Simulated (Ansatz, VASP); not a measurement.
# One calculation of SiW3, two programs

The input INCAR:

```
SYSTEM = SiW3
  PREC = Accurate
  ENCUT = 600
  EDIFF = 1E-6
  ISMEAR = 0
  SIGMA = 0.1
  LREAL = .False.
  LASPH = .True.
  NELM = 100
  ALGO = Normal
  ISIF = 3
  LWAVE = .False.
  LCHARG = .False.
  GGA = PE
  IBRION = 2
  NSW = 100
  EDIFFG = -0.01
```

The input KPOINTS:

```
regular mesh
0
Gamma
  14 14 14
  0 0 0
```

Contents of POSCAR:

```
SiW3
1.0
    0.0000000000      3.1227600651      3.1227600651
    3.1227600651      0.0000000000      3.1227600651
    3.1227600651      3.1227600651      0.0000000000
Si W
1 3
Direct
    0.0000000000      0.0000000000      0.0000000000
    0.7500000000      0.7500000000      0.7500000000
    0.5000000000      0.5000000000      0.5000000000
    0.2500000000      0.2500000000      0.2500000000
```

Input for Ansatz:

```yaml
crystal:
  lattice:
    - [0.0, 3.1227600651, 3.1227600651]
    - [3.1227600651, 0.0, 3.1227600651]
    - [3.1227600651, 3.1227600651, 0.0]
  atoms:
    - { symbol: Si, position: [0.0, 0.0, 0.0] }
    - { symbol: W, position: [0.75, 0.75, 0.75] }
    - { symbol: W, position: [0.5, 0.5, 0.5] }
    - { symbol: W, position: [0.25, 0.25, 0.25] }
basis:
  ecutwfc: 420
kpoints:
  mp_grid: { grid: [14, 14, 14] }
hamiltonian:
  xc: pbe
scf:
  occupations: { method: gaussian, width: 0.1 }
output:
  forces: true
  stress: true
  eigenvalues: true
relax:
  adjacent_minimum: "off"
  f_tol: 0.01
  max_steps: 80
  cell: { stress_tol: 0.05 }
```

Alike in both runs: task relaxation of cell and atoms; functional PBE; k mesh 14 × 14 × 14; occupations gaussian, width 0.1 eV; no spin polarisation.

```csv
,VASP,Ansatz
version,VASP 6.6.1,Ansatz 0.2.0
potentials or method,"VASP PAW PBE potentials, release 64 (Si, W_sv), cutoff 600 eV","scalar-relativistic, plane waves, PAW"
valence electrons in the cell,46,46
```

Ansatz gave:

| Property | Result |
| --- | --- |
| gap on the k mesh at the Fermi level, each at its own relaxed structure (eV) | none |
| relaxed volume (Å³/atom) | 15.21 |
| relaxed length of the cell vector where the two differ most in proportion (Å) | 4.414 |

Q: Estimate VASP's values.

A: gap on the k mesh at the Fermi level, each at its own relaxed structure (eV): none; relaxed volume (Å³/atom): 15.23; relaxed length of the cell vector where the two differ most in proportion (Å): 4.416.

A gap of «none» marks a metal or a gap that the smearing closes.

Spin-orbit coupling is off throughout. Noted on VASP's run: the relaxation stopped at its first step, so nothing moved.
